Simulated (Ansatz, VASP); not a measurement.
Two plane-wave programs on Co

```
CELL_PARAMETERS angstrom
2.42013 0.00000 0.00000
-1.21006 2.09589 0.00000
0.00000 0.00000 7.92312
ATOMIC_POSITIONS crystal
Co 0.66667 0.33333 0.75000
Co 0.00000 0.00000 0.50000
Co 0.33333 0.66667 0.25000
Co 0.00000 0.00000 0.00000
```

Alike in both runs: task single point; functional PBE; dispersion D4; k mesh 12 × 12 × 4; occupations fermi-dirac, width 0.05 eV; collinear spin.

|  | VASP | Ansatz |
| --- | --- | --- |
| version | VASP 6.6.1 | Ansatz 0.2.0 |
| potentials or method | VASP PAW PBE potentials, release 64 (Co_sv) | Ansatz PAW |
| plane-wave cutoff (eV) | 600 | 420 |
| valence electrons in the cell | 68 | 68 |

Ansatz gave:

- gap on the k mesh at the Fermi level (eV): none
- pressure (GPa): 13.8
- traceless stress, the component that is largest in VASP (GPa): -2.66
- net moment per atom (μB): 1.57
- size of the moment on the site where the two differ most (μB): 1.62

Q: What did VASP give for the same quantities?

A: gap on the k mesh at the Fermi level (eV): none; pressure (GPa): 9.7; traceless stress, the component that is largest in VASP (GPa): -2.67; net moment per atom (μB): 1.57; size of the moment on the site where the two differ most (μB): 1.61.

Site moments also hang on the region over which each program counts them. A gap of «none» marks a metal or a gap that the smearing closes. One of these differences is far larger than is usual between the two programs; its cause wasn't traced.
